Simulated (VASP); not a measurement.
The system is PtS2.

```
Pt S
1.0
     1.61913    0.93480    6.07926
    -1.61913    0.93480    6.07926
     0.00000   -1.86961    6.07926
Pt S
1 2
Direct
  0.00000 0.00000 0.00000
  0.42001 0.42001 0.42001
  0.24665 0.24665 0.24665
```

```yaml
Program: VASP 6.6.1
Task: relaxation of cell and atoms
Functional: PBE
Dispersion: D3(BJ)
Potentials_or_basis: VASP PAW PBE potentials, release 64 (Pt, S)
Cutoff: 600 eV
k_mesh: 8 × 8 × 8
Occupations: fermi-dirac, width 0.02 eV
Spin: no spin polarisation
```

At the start: pressure 1.1 GPa; volume 18.40 Å³/atom.

Q: Where does the relaxation end?

A: Over 24 steps the energy falls by 140.5 meV/atom and the volume is 17.05 Å³/atom (-7.3 %); space group R3m (No. 160, to 0.1 Å) before and after.

The path:
| step | energy change (eV) | largest force (eV/Å) | pressure (GPa) | volume (Å³) |
| --- | --- | --- | --- | --- |
| 1 | 0.0000 | 0.4495 | 1.10 | 55.21 |
| 2 | -0.1833 | 0.2388 | 0.26 | 56.14 |
| 3 | -0.2946 | 0.1501 | -0.72 | 57.00 |
| 4 | -0.3090 | 0.2909 | -1.11 | 57.31 |
| 5 | -0.3281 | 0.4599 | 0.47 | 55.95 |
| 6 | -0.3345 | 0.8717 | 5.01 | 52.85 |
| 7 | -0.3384 | 0.7245 | 3.35 | 53.91 |
| 8 | -0.3422 | 0.7116 | 3.32 | 53.79 |
| 9 | -0.3533 | 0.6869 | 3.19 | 53.43 |
| 10 | -0.3725 | 0.6476 | 3.05 | 52.71 |
| 11 | -0.3925 | 0.5261 | 3.22 | 51.26 |
| 12 | -0.4038 | 0.3776 | 1.63 | 51.76 |
| 13 | -0.4099 | 0.1777 | -0.51 | 52.48 |
| 14 | -0.4099 | 0.1705 | -0.60 | 52.50 |
| 15 | -0.4114 | 0.1627 | -0.52 | 52.44 |
| 16 | -0.4150 | 0.1406 | -0.35 | 52.23 |
| 17 | -0.4178 | 0.0966 | 0.02 | 51.81 |
| 18 | -0.4187 | 0.0685 | -0.15 | 51.77 |
| 19 | -0.4202 | 0.0222 | -0.69 | 51.64 |
| 20 | -0.4209 | 0.0076 | -0.41 | 51.47 |
| 21 | -0.4212 | 0.0354 | 0.49 | 50.97 |
| 22 | -0.4214 | 0.0189 | 0.13 | 51.17 |
| 23 | -0.4214 | 0.0118 | 0.09 | 51.16 |
| 24 | -0.4214 | 0.0030 | 0.03 | 51.15 |

Final structure:
```cif
data_structure
_symmetry_space_group_name_H-M 'P 1'
_symmetry_Int_Tables_number 1
_cell_length_a 5.3277
_cell_length_b 5.3277
_cell_length_c 5.3277
_cell_angle_alpha 37.874
_cell_angle_beta 37.874
_cell_angle_gamma 37.874
_cell_volume 51.15
loop_
_atom_site_label
_atom_site_type_symbol
_atom_site_fract_x
_atom_site_fract_y
_atom_site_fract_z
_atom_site_occupancy
Pt1 Pt 0.99763 0.99763 0.99763 1
S1 S 0.42987 0.42987 0.42987 1
S2 S 0.23917 0.23917 0.23917 1
```

Caveat: a cell axis changed by over 15 % at a fixed basis, so the end point is rough.
